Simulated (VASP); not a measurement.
# SnO2 in VASP: notebook

The runs below take SnO2 through single point, with PBE.

All numbers are computed with VASP 6.6.1; they aren't measurements. Logs are shortened: lines on timing, memory, paths and dates and some standing lists are left out, and cuts for length are marked.

**1. The cell of the first run**

The cell holds an amorphous packing of atoms, 21 atoms: a = 6.814 Å, b = 6.599 Å, c = 6.379 Å, α = 91.75°, β = 90.38°, γ = 91.16°.

**2. Single point, PBE**

Contents of INCAR:

```
PREC = Accurate
ENCUT = 520
EDIFF = 1E-6
ISMEAR = -1
SIGMA = 0.1861
LREAL = Auto
LASPH = T
NELM = 80
ALGO = Normal
ISIF = 2
LWAVE = F
LCHARG = T
GGA = PE
LELF = T
LVHAR = T
NBANDS = 107
ISYM = 0
```

Contents of KPOINTS:

```
regular mesh
0
Gamma
  1 1 1
```

Contents of POSCAR:

```
SnO2
1.0
    6.8133110000     -0.0677660000     -0.0220850000
   -0.0677660000      6.5981650000     -0.0994380000
   -0.0220850000     -0.0994380000      6.3785550000
Sn O
7 14
Direct
    0.6644978093      0.7564644569      0.9091991441
   -0.0031384342      0.2704058249      0.6747815614
    0.6189466846      0.0598717068      0.5208960274
    0.1933000736      0.7869543443      0.2247575193
    0.4704001377      0.3122460589      1.0799078962
    0.9147791633      0.1458816452      0.1567634169
    0.3825816110      0.5625993630      0.5881996895
    0.8040745318      0.3110146890      0.4141105101
    0.7500017667      0.0474340869      0.8270712630
    0.3497635849      0.6814653314      0.9741408639
    0.2072401639      0.1061375625      0.4783414121
    0.2049055006      0.1691040704      0.0028252023
    0.5582138842      0.0543717394      0.2197528705
    0.9438217280      0.8536443527      0.0400678508
    0.9060778709     -0.0904771631      0.4193615735
    0.0949898664      0.5592793588      0.6614614865
    0.7562853033      0.4408104360     -0.0182469432
    0.6450425662      0.6964488074      0.5839738376
    0.4887124474      0.2543737534      0.7099389488
    0.3138586320      0.8483731519      0.4923982152
    0.2830474737      0.4821951195      0.3121137345
```

Potentials or basis: VASP PAW PBE potentials, release 64 (Sn_d, O).

Started as:

```
> cat potpaw_PBE.64/Sn_d/POTCAR potpaw_PBE.64/O/POTCAR > POTCAR
> mpirun -np 1 vasp_gam > vasp.out
```

OUTCAR:

```text
PREC = Accurate
   ENCUT = 520
   EDIFF = 1E-6
   ISMEAR = -1
   LREAL = Auto
   LASPH = T
   NELM = 80
   ISIF = 2
   GGA = PE
   ISYM = 0

 ion  position               nearest neighbor table
   1  0.664  0.756  0.909-   9 2.08  18 2.10  14 2.15  10 2.24  17 2.25  13 2.86   7 3.03   3 3.25
                             6 3.40   5 3.40
   2  0.997  0.270  0.675-  16 2.01   8 2.14  11 2.19   9 2.44  12 2.63  17 2.79   3 3.04   6 3.26
                             7 3.29   6 3.42
   3  0.619  0.060  0.521-  13 1.96  19 1.96   9 2.15   8 2.19  15 2.30  18 2.45  20 2.48  11 2.84
                             2 3.04   6 3.14   1 3.25   5 3.47   7 3.66   7 3.73
   4  0.193  0.787  0.225-  20 1.92  10 2.04  14 2.12  21 2.20  15 2.46  11 2.62   7 3.08   6 3.10

   5  0.470  0.312  0.080-  13 2.04  12 2.07  17 2.21  21 2.25  19 2.38  10 2.69   6 3.28   1 3.40
                             3 3.47   7 3.64   7 3.65
   6  0.915  0.146  0.157-  14 2.06   8 2.10  12 2.22  15 2.32   9 2.44  13 2.53  17 2.53   4 3.10
                             3 3.14   2 3.26   5 3.28   1 3.40   2 3.42
   7  0.383  0.563  0.588-  21 1.94  18 1.98  16 2.02  20 2.06  19 2.33  10 2.57   1 3.03   4 3.08
                             2 3.29   5 3.64   5 3.65   3 3.66   3 3.73
   8  0.804  0.311  0.414-   6 2.10   2 2.14   3 2.19
   9  0.750  0.047  0.827-   1 2.08   3 2.15   2 2.44   6 2.44
  10  0.350  0.681  0.974-   4 2.04   1 2.24   7 2.57   5 2.69
  11  0.207  0.106  0.478-  20 1.87   2 2.19   4 2.62   3 2.84
  12  0.205  0.169  0.003-   5 2.07   6 2.22   2 2.63
  13  0.558  0.054  0.220-   3 1.96   5 2.04   6 2.53   1 2.86
  14  0.944  0.854  0.040-   6 2.06   4 2.12   1 2.15
  15  0.906  0.910  0.419-   3 2.30   6 2.32   4 2.46
  16  0.095  0.559  0.661-   2 2.01   7 2.02
  17  0.756  0.441  0.982-   5 2.21   1 2.25   6 2.53   2 2.79
  18  0.645  0.696  0.584-   7 1.98   1 2.10   3 2.45
  19  0.489  0.254  0.710-   3 1.96   7 2.33   5 2.38
  20  0.314  0.848  0.492-  11 1.87   4 1.92   7 2.06   3 2.48
  21  0.283  0.482  0.312-   7 1.94   4 2.20   5 2.25

IMPORTANT INFORMATION: All symmetrisations will be switched off!
NOSYMM: (Re-)initialisation of all symmetry stuff for point group C_1.

----------------------------------------------------------------------------------------

                                     Primitive cell

  volume of cell :     286.6500

  direct lattice vectors                    reciprocal lattice vectors
     6.813311000 -0.067766000 -0.022085000     0.146788317  0.001515595  0.000531865
    -0.067766000  6.598165000 -0.099438000     0.001515595  0.151608553  0.002368738
    -0.022085000 -0.099438000  6.378555000     0.000531865  0.002368738  0.156814089

  length of vectors
     6.813683788  6.599262195  6.379368272     0.146797104  0.151634631  0.156832880

  position of ions in fractional coordinates (direct lattice)
     0.664497809  0.756464457  0.909199144
     0.996861566  0.270405825  0.674781561
     0.618946685  0.059871707  0.520896027
     0.193300074  0.786954344  0.224757519
     0.470400138  0.312246059  0.079907896
     0.914779163  0.145881645  0.156763417
[... 13 lines left out ...]
     0.313858632  0.848373152  0.492398215
     0.283047474  0.482195119  0.312113735

  ion indices of the primitive-cell ions
   primitive index   ion index
                 1           1
                 2           2
                 3           3
                 4           4
                 5           5
                 6           6
[... 13 lines left out ...]
                20          20
                21          21

----------------------------------------------------------------------------------------

 KPOINTS: regular mesh

Automatic generation of k-mesh.
 Grid dimensions read from file:
 generate k-points for:    1    1    1

 Generating k-lattice:

  Cartesian coordinates                     Fractional coordinates (reciprocal lattice)
     0.146788317  0.001515595  0.000531865     1.000000000  0.000000000 -0.000000000
     0.001515595  0.151608553  0.002368738     0.000000000  1.000000000 -0.000000000
     0.000531865  0.002368738  0.156814089     0.000000000 -0.000000000  1.000000000

  Length of vectors
     0.146797104  0.151634631  0.156832880

  Shift w.r.t. Gamma in fractional coordinates (k-lattice)
     0.000000000  0.000000000  0.000000000

 Subroutine IBZKPT returns following result:
 ===========================================

 Found      1 irreducible k-points:

 Following reciprocal coordinates:
            Coordinates               Weight
  0.000000  0.000000  0.000000      1.000000
   k-points           NKPTS =      1   k-points in BZ     NKDIM =      1   number of bands    NBANDS=    107
   number of dos      NEDOS =    301   number of ions     NIONS =     21
   total plane-waves  NPLWV = 129600
   dimension x,y,z NGX =    54 NGY =   50 NGZ =   48
   dimension x,y,z NGXF=   108 NGYF=  100 NGZF=   96
   ions per type =               7  14
   NGX,Y,Z   is equivalent  to a cutoff of  13.18, 12.60, 12.51 a.u.
   NGXF,Y,Z  is equivalent  to a cutoff of  26.35, 25.19, 25.02 a.u.
 SYSTEM =  unknown system
   PREC   = accura    normal or accurate (medium, high low for compatibility)
   ISTART =      0    job   : 0-new  1-cont  2-samecut
   ICHARG =      2    charge: 1-file 2-atom 10-const
   ISPIN  =      1    spin polarized calculation?
   LNONCOLLINEAR =      F non collinear calculations
   LSORBIT =      F    spin-orbit coupling
   LASPH  =      T    aspherical Exc in radial PAW
   ENCUT  =  520.0 eV  38.22 Ry    6.18 a.u.  12.67 12.27 11.86*2*pi/ulx,y,z
   NELM   =     80;   NELMIN=  2; NELMDL= -5     # of ELM steps
   EDIFF  = 0.1E-05   stopping-criterion for ELM
   LREAL  =      T    real-space projection
   EDIFFG = 0.1E-04   stopping-criterion for IOM
   NSW    =      0    number of steps for IOM
   IBRION =     -1    ionic relax: 0-MD 1-quasi-New 2-CG
   NFREE  =      0    steps in history (QN), initial steepest desc. (CG)
   ISIF   =      2    stress and relaxation
   ISYM   =      0    0-nonsym 1-usesym 2-fastsym
   POTIM  = 0.5000    time-step for ionic-motion
   TEBEG  =    0.0;   TEEND  =   0.0 temperature during run
   PSTRESS=    0.0 pullay stress
   NELECT =     182.0000    total number of electrons
   NUPDOWN=      -1.0000    fix difference up-down
   EMIN   =  10.00;   EMAX   =-10.00  energy-range for DOS
   EFERMI =   0.00;   METHOD = LEGACY
   ISMEAR =    -1;   SIGMA  =   0.19  broadening in eV -4-tet -1-fermi 0-gaus
   EFERMI_NEDOS =   21; number of points for ismear=-14 and -15
   IALGO  =     38    algorithm
   IMIX   =      4    mixing-type and parameters
     AMIX     =   0.40;   BMIX     =  1.00
     AMIX_MAG =   1.60;   BMIX_MAG =  1.00
  volume/ion in A,a.u.               =      13.65        92.11
  Fermi-wavevector in a.u.,A,eV,Ry     =   1.407067  2.658970 26.937309  1.979836
  Thomas-Fermi vector in A             =   2.529363
   LORBIT       =      0    0 simple, 1 ext, 2 COOP (PROOUT), +10 PAW based schemes
   GGA     = PE    functional components
   LHFCALC =     F    Hartree Fock is set to
   AEXX    =    0.0000 exact exchange contribution
   IVDW    =     0    specifies the selected vdW correction
   LEPSILON=     F    determine dielectric tensor
   LRPA    =     F    only Hartree local field effects (RPA)
 non-spin polarized calculation
  energy-cutoff  :      520.00
  volume of cell :      286.65
 maximum number of plane-waves:      3860
 NGX is ok and might be reduce to    50
   NGX = 25   NGY = 25   NGZ = 23

 number of electron     181.9999998 magnetization

 Free energy of the ion-electron system (eV)
  ---------------------------------------------------
  ext. energy  EPLUGINS =         0.00000000
  ---------------------------------------------------
  free energy    TOTEN  =      -115.13968675 eV

  energy without entropy =     -114.55508900  energy(sigma->0) =     -114.84738787

 E-fermi :   5.6590     XC(G=0): -10.5757

 val. band max:        5.5323368052   @ k =   0.0000   0.0000   0.0000
 cond. band min:       5.7448783937   @ k =   0.0000   0.0000   0.0000
 fundamental gap:      0.2125415885
 Fermi energy:         5.6589738208

 k-point     1 :       0.0000    0.0000    0.0000
  band No.  band energies     occupation
      1     -16.5123      2.00000
      2     -16.3920      2.00000
      3     -16.2502      2.00000
      4     -16.1993      2.00000
      5     -16.1468      2.00000
      6     -16.0921      2.00000
[... 95 lines left out ...]
    102      11.2000      0.00000
    103      11.2759      0.00000
 [bands above 103 left out]

------------------------ aborting loop because EDIFF is reached ----------------------------------------

  FORCE on cell =-STRESS in cart. coord.  units (eV):
  Direction    XX          YY          ZZ          XY          YZ          ZX
  --------------------------------------------------------------------------------------
  -------------------------------------------------------------------------------------
  Total       -0.6180318      2.4778346     13.9059238      4.3454804      1.1738028     12.4479090
  in kB       -3.4543748     13.8493998     77.7245982     24.2882620      6.5607544     69.5752934
  external PRESSURE =      29.3732077 kB  Pullay stress =       0.0000000 kB

 VOLUME and BASIS-vectors are now :
 -----------------------------------------------------------------------------
  energy-cutoff  :      520.00
  volume of cell :      286.65
      direct lattice vectors                 reciprocal lattice vectors
     6.813311000 -0.067766000 -0.022085000     0.146788317  0.001515595  0.000531865
    -0.067766000  6.598165000 -0.099438000     0.001515595  0.151608553  0.002368738
    -0.022085000 -0.099438000  6.378555000     0.000531865  0.002368738  0.156814089

 POSITION                                       TOTAL-FORCE (eV/Angst)
 -----------------------------------------------------------------------------------
      4.45609      4.85584      5.70948         1.575134     -1.192041      1.145046
      6.75870      1.64953      4.25523         1.101501      0.014682      0.210112
      4.20151      0.30130      3.30294         0.546322     -2.295203      0.673649
      1.25872      5.15701      1.35111        -2.446199     -0.425846     -2.172657
      3.18206      2.02043      0.46826        -1.031741      0.877281     -1.762609
      6.21933      0.88497      0.96521         0.654355      0.095771      0.010334
[... 13 lines left out ...]
      2.07005      5.52747      3.04950         1.777411      0.827905      1.355116
      1.88892      3.13139      1.93664         0.546362     -0.767728     -2.294404
 -----------------------------------------------------------------------------------
    total drift:                               -0.006847     -0.032244     -0.002403

  FREE ENERGIE OF THE ION-ELECTRON SYSTEM (eV)
  ---------------------------------------------------
  free  energy   TOTEN  =      -115.1396867488 eV

  energy  without entropy=     -114.5550889960  energy(sigma->0) =     -114.84738787
```

Wall time 42 s (1 thread of AMD EPYC 9R45 (Zen 5), shared host); peak memory 0.28 GiB.

Results:

```yaml
Free_energy: -115.1397 eV
Pressure: 2.9 GPa
Largest_force: 3.822 eV/Å
Band_gap_on_the_k_mesh: 0.21 eV
```

Forces on the atoms (eV/Å):
```
Sn   1.575 -1.192  1.145
Sn   1.102  0.015  0.210
Sn   0.546 -2.295  0.674
Sn  -2.446 -0.426 -2.173
Sn  -1.032  0.877 -1.763
Sn   0.654  0.096  0.010
Sn  -0.651 -2.153  2.975
O    0.534 -0.429  0.585
O    0.279  0.642 -0.832
O    2.826 -0.125 -0.929
O   -1.315  1.953  0.047
O   -1.759  0.389  0.144
O    0.074 -0.331 -1.750
O    0.755 -1.476  0.132
O   -0.103  1.655 -0.488
O   -0.460 -1.366  0.777
O   -1.117  0.266  0.737
O    0.199  0.606  0.972
O   -1.985  3.233  0.465
O    1.777  0.828  1.355
O    0.546 -0.768 -2.294
```

Caveat: the k points lie up to 0.99 Å⁻¹ apart; spin-orbit coupling is left out, which moves the levels of the heavy elements.

**3. Single point, PBE**

Contents of INCAR:

```
SYSTEM = SnO2
  ALGO = Normal
  EDIFF = 1E-7
  ENCUT = 520
  GGA = PE
  ISIF = 2
  ISMEAR = -1
  ISYM = 0
  LASPH = .True.
  LCHARG = .False.
  LREAL = Auto
  LWAVE = .False.
  NBANDS = 107
  NELM = 80
  PREC = Accurate
  SIGMA = 0.1861
```

Contents of KPOINTS:

```
k-points
0
Gamma
  1 1 1
  0 0 0
```

Contents of POSCAR:

```
SnO2
1.0
    6.8133110000     -0.0677660000     -0.0220850000
   -0.0677660000      6.5981650000     -0.0994380000
   -0.0220850000     -0.0994380000      6.3785550000
Sn O
7 14
Direct
    0.7050664562      0.7598548193      0.9225139293
   -0.0053659335      0.2429944339      0.6558961040
    0.6233352527     -0.0495972074      0.4465446346
    0.2581661353      0.7919136608      0.1809983468
    0.4092821452      0.3667328817      0.9874358974
    0.8986758548      0.1847251200      0.1375143669
    0.3886744038      0.5505122649      0.5541126027
    0.7673634869      0.2700703274      0.3905592216
    0.7758067942      0.0142336061      0.7028938458
    0.3724007367      0.6581244926      0.9065235078
    0.1262894226      0.1902997304      0.3282436424
    0.1478426639      0.1827584996     -0.0726178194
    0.6037861831     -0.0196564267      0.1282354737
    0.9819931738      0.8624390374      0.0630676591
    1.0063246437      0.0181509915      0.4557276026
    0.1182503462      0.5069965555      0.6472834807
    0.7022629409      0.4634719715      0.0664332600
    0.6674039684      0.6806983154      0.5642561514
    0.4360070736      0.2369413263      0.6306191901
    0.3280846621      0.8477596860      0.4650465940
    0.3183210419      0.4906130911      0.2543975406
```

Potentials or basis: VASP PAW PBE potentials, release 64 (Sn_d, O).

Started as:

```
> cat potpaw_PBE.64/Sn_d/POTCAR potpaw_PBE.64/O/POTCAR > POTCAR
> mpirun -np 1 vasp_gam > vasp.out
```

Wall time 37 s (1 thread of AMD EPYC 9R45 (Zen 5), shared host); peak memory 0.28 GiB.

It converged, with:

* Free energy: -116.4928 eV
* Pressure: 10.4 GPa
* Largest force: 4.745 eV/Å
* Band gap on the k mesh: 1.96 eV

Forces in eV/Å, atoms in the order of the input:
```
Sn   1.937 -0.634 -1.428
Sn  -0.799  0.730 -0.649
Sn  -0.003  4.149  0.826
Sn  -3.092  0.826 -3.503
Sn   1.040 -3.507 -1.745
Sn  -0.245  0.180 -2.136
Sn   0.701 -2.815  1.120
O   -1.647  0.010  1.875
O   -0.180 -0.169  4.039
O    1.409  1.595 -0.770
O    1.757 -1.769  0.902
O   -0.349  0.953  0.584
O   -1.318  0.035 -0.029
O   -0.530 -0.671  0.185
O    2.212 -1.597 -1.759
O   -1.349  1.089  0.421
O    0.033  0.243 -2.027
O   -0.280 -1.895  1.056
O    0.085  1.910  1.480
O    1.364  0.434  1.687
O   -0.746  0.905 -0.129
```

Stress tensor (GPa, compression positive):
```
 7.51  0.14  0.00
 0.14  5.75 -1.28
 0.00 -1.28 17.96
```

Levels at points of the mesh, in eV from the valence-band top:
```csv
k point,band 89,band 90,band 91,band 92,band 93,band 94
"(0.00, 0.00, 0.00)",-0.62,-0.11,0.00,1.96,2.02,2.47
```

Caveat: the k points lie up to 0.99 Å⁻¹ apart; spin-orbit coupling is left out, which moves the levels of the heavy elements.
